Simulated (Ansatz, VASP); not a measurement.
**SiO2: VASP beside Ansatz**

```
Si O
1.0
    -2.35812    2.35812    3.71887
     2.35812   -2.35812    3.71887
     2.35812    2.35812   -3.71887
Si O
2 4
Direct
  0.00000 0.00000 0.00000
  0.75000 0.25000 0.50000
  0.99838 0.62500 0.87338
  0.37500 0.24838 0.37338
  0.75162 0.12500 0.12662
  0.87500 0.00162 0.62662
```

Change from the starting cell: volume scaled by 0.98, crystal datasets.

Alike in both runs: task electric field gradients; functional PBEsol; k mesh 7 × 7 × 7; occupations fermi-dirac, width 0.03 eV; no spin polarisation.

```csv
,VASP,Ansatz
version,VASP 6.6.1,Ansatz 0.2.0
potentials or method,"VASP PAW PBE potentials, release 64 (Si, O), cutoff 520 eV","all-electron PAW with datasets made for the crystal, scalar-relativistic"
```

```tsv
	VASP	Ansatz	Ansatz less VASP
gap on the k mesh at the Fermi level (eV)	6.10	6.11	+0.010
pressure (GPa)	5.3	4.6	-0.70
traceless stress, the component that is largest in VASP (GPa)	-1.22	-1.30	-0.083
rms of the force components (eV/Å)	0.140	0.121	-0.0192
size of Vzz on the site where it differs most (V/Å²)	80.1	82.1	+2.00
```

VASP's potentials were made for PBE, not for PBEsol. Atom by atom the forces differ by 0.019 eV/Å (rms over components). Ansatz ran all-electron here, and VASP with PAW potentials.
